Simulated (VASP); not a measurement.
# SiC (P6_3mc) in VASP: further runs

SiC is run at these levels: PBE; tasks: single point.

Everything below comes from runs of VASP 6.6.1. Logs are shortened: lines on timing, memory, paths and dates and some standing lists are left out, and cuts for length are marked.

## Step 1: The cell of the first run

The structure is hexagonal, space group P6_3mc (No. 186). Conventional cell: a = 3.075 Å, b = 3.075 Å, c = 4.897 Å, α = 90.00°, β = 90.00°, γ = 120.00°. Si (site symmetry 3m) has 4 C at 1.86 to 1.87 Å within 2.5 Å. C (site symmetry 3m) has 4 Si at 1.86 to 1.87 Å within 2.5 Å.

## Step 2: Single point, PBE (uniaxial z strain -3.0%)

Contents of INCAR:

```
PREC = Accurate
ENCUT = 520
EDIFF = 1E-6
ISMEAR = -1
SIGMA = 0.02
LREAL = False
LASPH = True
NELM = 60
ALGO = Normal
ISIF = 2
LWAVE = False
LCHARG = True
GGA = PE
LELF = True
LVHAR = True
NBANDS = 16
```

Contents of KPOINTS:

```
Automatic mesh
0
Gamma
  12 12 6
```

Contents of POSCAR:

```
SiC
1.0
    3.0753562392      0.0000000000      0.0000000000
   -1.5376781196      2.6633366288      0.0000000000
    0.0000000000      0.0000000000      4.8966648483
Si C
2 2
Direct
    0.3333333333      0.6666666667     -0.0022097683
    0.6666666667      0.3333333333      0.4977902317
    0.3333333333      0.6666666667      0.3772097683
    0.6666666667      0.3333333333      0.8772097683
```

Potentials or basis: VASP PAW PBE potentials, release 64 (Si, C).

Launch:

```console
$ cat potpaw_PBE.64/Si/POTCAR potpaw_PBE.64/C/POTCAR > POTCAR
$ mpirun -np 1 vasp_std > vasp.out
```

OUTCAR:

```text
PREC = Accurate
   ENCUT = 520
   EDIFF = 1E-6
   ISMEAR = -1
   LREAL = False
   LASPH = True
   NELM = 60
   ISIF = 2
   GGA = PE

 ion  position               nearest neighbor table
   1  0.333  0.667  0.998-   3 1.86   4 1.87   4 1.87   4 1.87   2 3.02   2 3.02   2 3.02   2 3.02
                             2 3.02   2 3.02
   2  0.667  0.333  0.498-   4 1.86   3 1.87   3 1.87   3 1.87   1 3.02   1 3.02   1 3.02   1 3.02
                             1 3.02   1 3.02
   3  0.333  0.667  0.377-   1 1.86   2 1.87   2 1.87   2 1.87
   4  0.667  0.333  0.877-   2 1.86   1 1.87   1 1.87   1 1.87

  LATTYP: Found a hexagonal cell.
 ALAT       =     3.0753562392
 C/A-ratio  =     1.5922268731

  Lattice vectors:

 A1 = (   3.0753562392,   0.0000000000,   0.0000000000)
 A2 = (  -1.5376781196,   2.6633366288,   0.0000000000)
 A3 = (   0.0000000000,   0.0000000000,   4.8966648483)

Analysis of symmetry for initial positions (statically):
=====================================================================
 Subroutine PRICEL returns:
 Original cell was already a primitive cell.

 Routine SETGRP: Setting up the symmetry group for a
 hexagonal supercell.

 Subroutine GETGRP returns: Found 12 space group operations
 (whereof  6 operations were pure point group operations)
 out of a pool of 24 trial point group operations.

The static configuration has the point symmetry C_3v.
 The point group associated with its full space group is C_6v.

Analysis of symmetry for dynamics (positions and initial velocities):
=====================================================================
 Subroutine PRICEL returns:
 Original cell was already a primitive cell.

 Routine SETGRP: Setting up the symmetry group for a
 hexagonal supercell.

 Subroutine GETGRP returns: Found 12 space group operations
 (whereof  6 operations were pure point group operations)
 out of a pool of 24 trial point group operations.

The dynamic configuration has the point symmetry C_3v.
 The point group associated with its full space group is C_6v.

 Subroutine INISYM returns: Found 12 space group operations
 (whereof  6 operations are pure point group operations),
 and found     1 'primitive' translations

----------------------------------------------------------------------------------------

                                     Primitive cell

  volume of cell :      40.1072

  direct lattice vectors                    reciprocal lattice vectors
     3.075356239  0.000000000  0.000000000     0.325165582  0.187734436  0.000000000
    -1.537678120  2.663336629  0.000000000     0.000000000  0.375468872  0.000000000
     0.000000000  0.000000000  4.896664848     0.000000000  0.000000000  0.204220634

  length of vectors
     3.075356239  3.075356239  4.896664848     0.375468872  0.375468872  0.204220634

  position of ions in fractional coordinates (direct lattice)
     0.333333333  0.666666667  0.997790232
     0.666666667  0.333333333  0.497790232
     0.333333333  0.666666667  0.377209768
     0.666666667  0.333333333  0.877209768

  ion indices of the primitive-cell ions
   primitive index   ion index
                 1           1
                 2           2
                 3           3
                 4           4

----------------------------------------------------------------------------------------

 KPOINTS: Automatic mesh

Automatic generation of k-mesh.
 Grid dimensions read from file:
 generate k-points for:   12   12    6

 Generating k-lattice:

  Cartesian coordinates                     Fractional coordinates (reciprocal lattice)
     0.027097132  0.015644536  0.000000000     0.083333333  0.000000000  0.000000000
     0.000000000  0.031289073  0.000000000     0.000000000  0.083333333  0.000000000
     0.000000000  0.000000000  0.034036772     0.000000000  0.000000000  0.166666667

  Length of vectors
     0.031289073  0.031289073  0.034036772

  Shift w.r.t. Gamma in fractional coordinates (k-lattice)
     0.000000000  0.000000000  0.000000000

 Subroutine IBZKPT returns following result:
 ===========================================

 Found     76 irreducible k-points:

 Following reciprocal coordinates:
            Coordinates               Weight
  0.000000  0.000000  0.000000      1.000000
  0.083333  0.000000  0.000000      6.000000
  0.166667  0.000000  0.000000      6.000000
  0.250000  0.000000  0.000000      6.000000
  0.333333  0.000000  0.000000      6.000000
  0.416667 -0.000000  0.000000      6.000000
[... 16 lines left out ...]
  0.250000  0.000000  0.166667     12.000000
  0.333333  0.000000  0.166667     12.000000
 [... further k-points ...]
   k-points           NKPTS =     76   k-points in BZ     NKDIM =     76   number of bands    NBANDS=     16
   number of dos      NEDOS =    301   number of ions     NIONS =      4
   total plane-waves  NPLWV =  20736
   dimension x,y,z NGX =    24 NGY =   24 NGZ =   36
   dimension x,y,z NGXF=    48 NGYF=   48 NGZF=   72
   ions per type =               2   2
   NGX,Y,Z   is equivalent  to a cutoff of  12.97, 12.97, 12.22 a.u.
   NGXF,Y,Z  is equivalent  to a cutoff of  25.95, 25.95, 24.44 a.u.
 SYSTEM =  unknown system
   PREC   = accura    normal or accurate (medium, high low for compatibility)
   ISTART =      0    job   : 0-new  1-cont  2-samecut
   ICHARG =      2    charge: 1-file 2-atom 10-const
   ISPIN  =      1    spin polarized calculation?
   LNONCOLLINEAR =      F non collinear calculations
   LSORBIT =      F    spin-orbit coupling
   LASPH  =      T    aspherical Exc in radial PAW
   ENCUT  =  520.0 eV  38.22 Ry    6.18 a.u.   5.72  5.72  9.10*2*pi/ulx,y,z
   NELM   =     60;   NELMIN=  2; NELMDL= -5     # of ELM steps
   EDIFF  = 0.1E-05   stopping-criterion for ELM
   LREAL  =      F    real-space projection
   EDIFFG = 0.1E-04   stopping-criterion for IOM
   NSW    =      0    number of steps for IOM
   IBRION =     -1    ionic relax: 0-MD 1-quasi-New 2-CG
   NFREE  =      0    steps in history (QN), initial steepest desc. (CG)
   ISIF   =      2    stress and relaxation
   ISYM   =      2    0-nonsym 1-usesym 2-fastsym
   POTIM  = 0.5000    time-step for ionic-motion
   TEBEG  =    0.0;   TEEND  =   0.0 temperature during run
   PSTRESS=    0.0 pullay stress
   NELECT =      16.0000    total number of electrons
   NUPDOWN=      -1.0000    fix difference up-down
   EMIN   =  10.00;   EMAX   =-10.00  energy-range for DOS
   EFERMI =   0.00;   METHOD = LEGACY
   ISMEAR =    -1;   SIGMA  =   0.02  broadening in eV -4-tet -1-fermi 0-gaus
   EFERMI_NEDOS =   21; number of points for ismear=-14 and -15
   IALGO  =     38    algorithm
   IMIX   =      4    mixing-type and parameters
     AMIX     =   0.40;   BMIX     =  1.00
     AMIX_MAG =   1.60;   BMIX_MAG =  1.00
  volume/ion in A,a.u.               =      10.03        67.66
  Fermi-wavevector in a.u.,A,eV,Ry     =   1.205149  2.277402 19.760897  1.452385
  Thomas-Fermi vector in A             =   2.340854
   LORBIT       =      0    0 simple, 1 ext, 2 COOP (PROOUT), +10 PAW based schemes
   GGA     = PE    functional components
   LHFCALC =     F    Hartree Fock is set to
   AEXX    =    0.0000 exact exchange contribution
   IVDW    =     0    specifies the selected vdW correction
   LEPSILON=     F    determine dielectric tensor
   LRPA    =     F    only Hartree local field effects (RPA)
 non-spin polarized calculation
  energy-cutoff  :      520.00
  volume of cell :       40.11
 maximum number of plane-waves:      1092
 NGX is ok and might be reduce to    24
   NGX = 11   NGY = 11   NGZ = 19

 number of electron      16.0000001 magnetization

 Free energy of the ion-electron system (eV)
  ---------------------------------------------------
  ext. energy  EPLUGINS =         0.00000000
  ---------------------------------------------------
  free energy    TOTEN  =       -30.01005176 eV

  energy without entropy =      -30.01005176  energy(sigma->0) =      -30.01005176

 E-fermi :   9.1005     XC(G=0): -11.4825

 val. band max:        8.7213386227   @ k =   0.0000   0.0000   0.0000
 cond. band min:      10.9949688078   @ k =   0.3333   0.3333   0.0000
 fundamental gap:      2.2736301851
 Fermi energy:         9.1004598426

 k-point     1 :       0.0000    0.0000    0.0000
  band No.  band energies     occupation
      1      -7.2066      2.00000
      2      -3.2898      2.00000
      3      -0.1521      2.00000
      4       7.0614      2.00000
      5       7.0614      2.00000
      6       8.5374      2.00000
[... 8 lines left out ...]
     15      17.6910      0.00000
     16      19.9427      0.00000

 k-point     2 :       0.0833    0.0000    0.0000
  band No.  band energies     occupation
      1      -7.0859      2.00000
      2      -3.1894      2.00000
      3      -0.0402      2.00000
      4       6.3754      2.00000
      5       6.8485      2.00000
      6       8.0910      2.00000
[... 8 lines left out ...]
     15      17.9933      0.00000
     16      19.0653      0.00000

 k-point     3 :       0.1667    0.0000    0.0000
  band No.  band energies     occupation
      1      -6.7272      2.00000
      2      -2.8983      2.00000
      3       0.2869      2.00000
      4       4.8866      2.00000
      5       6.3678      2.00000
      6       7.0115      2.00000
[... 8 lines left out ...]
     15      18.2896      0.00000
     16      18.5726      0.00000

 k-point     4 :       0.2500    0.0000    0.0000
  band No.  band energies     occupation
      1      -6.1414      2.00000
      2      -2.4593      2.00000
      3       0.7845      2.00000
      4       3.2701      2.00000
      5       5.6636      2.00000
      6       5.8474      2.00000
[... 8 lines left out ...]
     15      18.8453      0.00000
     16      19.3470      0.00000

 k-point     5 :       0.3333    0.0000    0.0000
  band No.  band energies     occupation
      1      -5.3560      2.00000
      2      -2.0153      2.00000
      3       1.1151      2.00000
      4       2.2110      2.00000
      5       4.2856      2.00000
      6       5.4177      2.00000
[... 8 lines left out ...]
     15      19.7158      0.00000
     16      21.0274      0.00000

 k-point     6 :       0.4167   -0.0000    0.0000
  band No.  band energies     occupation
      1      -4.4550      2.00000
      2      -1.9939      2.00000
      3       0.7830      2.00000
      4       2.5942      2.00000
      5       3.0940      2.00000
      6       5.1414      2.00000
[... 8 lines left out ...]
     15      20.3627      0.00000
     16      20.9786      0.00000
[... 267 lines left out ...]
 k-point    21 :       0.0833    0.0000    0.1667
  band No.  band energies     occupation
      1      -6.9406      2.00000
      2      -3.8105      2.00000
      3       0.8021      2.00000
      4       6.4767      2.00000
      5       6.9386      2.00000
      6       7.6827      2.00000
[... 8 lines left out ...]
     15      17.6576      0.00000
     16      19.6804      0.00000

 k-point    22 :       0.1667    0.0000    0.1667
  band No.  band energies     occupation
      1      -6.5830      2.00000
      2      -3.4975      2.00000
      3       1.0827      2.00000
      4       5.0248      2.00000
      5       6.4676      2.00000
      6       6.6209      2.00000
[... 8 lines left out ...]
     15      18.4430      0.00000
     16      19.1775      0.00000

 k-point    23 :       0.2500    0.0000    0.1667
  band No.  band energies     occupation
      1      -5.9994      2.00000
      2      -3.0096      2.00000
      3       1.4238      2.00000
      4       3.5168      2.00000
      5       5.2340      2.00000
      6       5.9544      2.00000
[... 8 lines left out ...]
     15      19.3927      0.00000
     16      19.7488      0.00000

 k-point    24 :       0.3333    0.0000    0.1667
  band No.  band energies     occupation
      1      -5.2182      2.00000
      2      -2.4473      2.00000
      3       1.1471      2.00000
      4       2.9212      2.00000
      5       3.8191      2.00000
      6       5.5291      2.00000
[... 8 lines left out ...]
     15      20.4517      0.00000
     16      20.7516      0.00000

 [... further k-points ...]

------------------------ aborting loop because EDIFF is reached ----------------------------------------

  FORCE on cell =-STRESS in cart. coord.  units (eV):
  Direction    XX          YY          ZZ          XY          YZ          ZX
  --------------------------------------------------------------------------------------
  -------------------------------------------------------------------------------------
  Total        1.3911062      1.3911062      5.2737782      0.0000000      0.0000000      0.0000000
  in kB       55.5711009     55.5711009    210.6738209      0.0000000      0.0000000      0.0000000
  external PRESSURE =     107.2720075 kB  Pullay stress =       0.0000000 kB

 VOLUME and BASIS-vectors are now :
 -----------------------------------------------------------------------------
  energy-cutoff  :      520.00
  volume of cell :       40.11
      direct lattice vectors                 reciprocal lattice vectors
     3.075356239  0.000000000  0.000000000     0.325165582  0.187734436  0.000000000
    -1.537678120  2.663336629  0.000000000     0.000000000  0.375468872  0.000000000
     0.000000000  0.000000000  4.896664848     0.000000000  0.000000000  0.204220634

 POSITION                                       TOTAL-FORCE (eV/Angst)
 -----------------------------------------------------------------------------------
     -0.00000      1.77556      4.88584        -0.000000      0.000000     -0.035498
      1.53768      0.88778      2.43751        -0.000000      0.000000     -0.035498
     -0.00000      1.77556      1.84707         0.000000     -0.000000      0.035498
      1.53768      0.88778      4.29540        -0.000000      0.000000      0.035498
 -----------------------------------------------------------------------------------
    total drift:                               -0.000000      0.000000     -0.000061

  FREE ENERGIE OF THE ION-ELECTRON SYSTEM (eV)
  ---------------------------------------------------
  free  energy   TOTEN  =       -30.0100517635 eV

  energy  without entropy=      -30.0100517635  energy(sigma->0) =      -30.01005176
```

Run time: 14 s. Hardware: 1 thread of Intel Xeon 6975P-C (Granite Rapids), shared host; peak memory 0.17 GiB.

Results:

```yaml
Free_energy: -30.0101 eV
Pressure: 10.7 GPa
Largest_force: 0.035 eV/Å
Band_gap_on_the_k_mesh: 2.27 eV, indirect (least direct gap 3.78 eV)
```

Forces on the atoms (eV/Å):
```
Si   0.000  0.000 -0.035
Si   0.000  0.000 -0.035
C    0.000  0.000  0.035
C    0.000  0.000  0.035
```

Stress tensor (GPa, compression positive):
```
 5.56  0.00  0.00
 0.00  5.56  0.00
 0.00  0.00 21.07
```

Levels at points of the mesh, in eV from the valence-band top:
| k point | band 5 | band 6 | band 7 | band 8 | band 9 | band 10 | band 11 | band 12 |
| --- | --- | --- | --- | --- | --- | --- | --- | --- |
| (0.00, 0.00, 0.00) | -1.66 | -0.18 | -0.18 | 0.00 | 4.46 | 6.49 | 6.49 | 6.75 |
| (0.50, 0.00, 0.00) | -5.63 | -3.67 | -3.44 | -1.31 | 2.48 | 4.39 | 6.97 | 7.09 |
| (0.00, 0.00, 0.50) | -0.98 | -0.98 | -0.98 | -0.98 | 5.69 | 5.69 | 7.17 | 7.17 |
| (0.50, 0.00, 0.50) | -2.71 | -2.71 | -2.28 | -2.28 | 3.32 | 3.32 | 5.40 | 5.40 |

Caveat: the cell differs from its parent crystal (uniaxial z strain -3.0%).

## Step 3: Single point, PBE (uniaxial z strain -2.0%)

Contents of INCAR:

```
SYSTEM = SiC
  ALGO = Normal
  EDIFF = 1E-6
  ENCUT = 520
  GGA = PE
  ISIF = 2
  ISMEAR = -1
  LASPH = .TRUE.
  LCHARG = .FALSE.
  LREAL = .FALSE.
  LWAVE = .FALSE.
  NBANDS = 16
  NELM = 80
  PREC = Accurate
  SIGMA = 0.02
```

Contents of KPOINTS:

```
k-points
0
G
  12 12 6
  0 0 0
```

Contents of POSCAR:

```
SiC
1.0
    3.0753562392      0.0000000000      0.0000000000
   -1.5376781196      2.6633366288      0.0000000000
    0.0000000000      0.0000000000      4.9471459292
Si C
2 2
Direct
    0.3333333333      0.6666666667     -0.0015084448
    0.6666666667      0.3333333333      0.4984915552
    0.3333333333      0.6666666667      0.3765084448
    0.6666666667      0.3333333333      0.8765084448
```

Potentials or basis: VASP PAW PBE potentials, release 64 (Si, C).

Launch:

```console
$ cat potpaw_PBE.64/Si/POTCAR potpaw_PBE.64/C/POTCAR > POTCAR
$ mpirun -np 1 vasp_std > vasp.out
```

Wall time 14 s (1 thread of Intel Xeon 6975P-C (Granite Rapids), shared host); peak memory 0.17 GiB.

The run converged. Its results:

- Free energy: -30.0562 eV
- Pressure: 8.2 GPa
- Largest force: 0.024 eV/Å
- Band gap on the k mesh: 2.31 eV, indirect (least direct gap 3.85 eV)

Forces on the atoms (eV/Å):
```
Si   0.000  0.000 -0.024
Si   0.000  0.000 -0.024
C    0.000  0.000  0.024
C    0.000  0.000  0.024
```

Stress tensor (GPa, compression positive):
```
 4.78  0.00  0.00
 0.00  4.78  0.00
 0.00  0.00 14.97
```

Levels at points of the mesh, in eV from the valence-band top:
| k point | band 4 | band 5 | band 6 | band 7 | band 8 | band 9 | band 10 | band 11 | band 12 | band 13 |
| --- | --- | --- | --- | --- | --- | --- | --- | --- | --- | --- |
| (0.00, 0.00, 0.00) | -1.50 | -1.50 | -0.08 | -0.08 | 0.00 | 4.62 | 6.59 | 6.59 | 6.64 | 8.00 |
| (0.50, 0.00, 0.00) | -6.27 | -5.53 | -3.51 | -3.35 | -1.23 | 2.62 | 4.37 | 6.99 | 7.14 | 10.47 |
| (0.00, 0.00, 0.50) | -4.32 | -0.85 | -0.85 | -0.85 | -0.85 | 5.80 | 5.80 | 7.28 | 7.28 | 7.28 |
| (0.50, 0.00, 0.50) | -8.40 | -2.58 | -2.58 | -2.26 | -2.26 | 3.35 | 3.35 | 5.39 | 5.39 | 10.57 |

Caveat: the cell differs from its parent crystal (uniaxial z strain -2.0%).
